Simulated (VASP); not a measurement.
Mg2C3:

```
Mg C
1.0
     2.41440   -2.34999   -0.00331
     2.41440    2.34999   -0.00331
    -1.23313    0.00000    4.86016
Mg C
2 3
Direct
  0.80956 0.80956 0.19870
  0.19044 0.19044 0.80130
  0.30112 0.30112 0.26304
  0.69888 0.69888 0.73696
  0.50000 0.50000 0.50000
```

- Program: VASP 6.6.1
- Task: relaxation of cell and atoms
- Functional: PBE
- Dispersion: D3(BJ)
- Potentials or basis: VASP PAW PBE potentials, release 64 (Mg, C)
- Cutoff: 600 eV
- k mesh: 8 × 8 × 6
- Occupations: gaussian, width 0.02 eV
- Spin: no spin polarisation

At the start: pressure -3.7 GPa; volume 11.03 Å³/atom.

Task: How do energy, volume and symmetry change on relaxing?

Result: Over 7 steps the energy falls by 4.9 meV/atom and the volume is 10.64 Å³/atom (-3.5 %); space group C2/m (No. 12, to 0.1 Å) before and after.

The path:
```
step  energy change (eV)  largest force (eV/Å)  pressure (GPa)  volume (Å³)
   1              0.0000                0.0661           -3.73        55.13
   2             -0.0196                0.4756            1.27        53.11
   3             -0.0205                0.4076            0.35        53.45
   4              0.0044                1.1940           -0.62        52.46
   5             -0.0242                0.0565            0.03        53.19
   6             -0.0245                0.0309           -0.02        53.20
   7             -0.0246                0.0116           -0.09        53.20
```

Final structure:
```yaml
crystal:
  lattice:
    - [2.38284, -2.31510, 0.00331]
    - [2.38284, 2.31510, 0.00331]
    - [-1.20376, 0.00000, 4.82054]
  atoms:
    - { symbol: Mg, position: [0.80934, 0.80934, 0.19956] }
    - { symbol: Mg, position: [0.19066, 0.19066, 0.80044] }
    - { symbol: C, position: [0.30034, 0.30034, 0.26196] }
    - { symbol: C, position: [0.69966, 0.69966, 0.73804] }
    - { symbol: C, position: [0.50000, 0.50000, 0.50000] }
```
